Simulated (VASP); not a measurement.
A run of VASP 6.6.1 is set up as follows.

File INCAR:

```
  ALGO = Normal
  EDIFF = 1E-6
  ENCUT = 520
  GGA = PS
  ISIF = 2
  ISMEAR = -1
  LASPH = True
  LCHARG = False
  LREAL = False
  LWAVE = False
  NBANDS = 16
  NELM = 60
  PREC = Accurate
  SIGMA = 0.15
```

File KPOINTS:

```
k-points
0
Gamma
  14 14 14
```

The input POSCAR:

```
ZrS
1.0
    0.0000000000      2.5672388810      2.5672388810
    2.5672388810      0.0000000000      2.5672388810
    2.5672388810      2.5672388810      0.0000000000
Zr S
1 1
Direct
    0.0000000000      0.0000000000      0.0000000000
    0.5000000000      0.5000000000      0.5000000000
```

Potentials or basis: VASP PAW PBE potentials, release 64 (Zr_sv, S).

The run is started by

```bash
$ cat potpaw_PBE.64/Zr_sv/POTCAR potpaw_PBE.64/S/POTCAR > POTCAR
$ mpirun -np 1 vasp_std > vasp.out
```

(1) Estimate the band gap on the k mesh.

(2) Estimate the pressure.

Answers

(1) zero (bands 9 and 10 overlap by 3.14 eV).

(2) 3.4 GPa.

Caveat: the cell stands under pressure; the PAW data sets were made with another functional, which shifts forces and pressure a little.
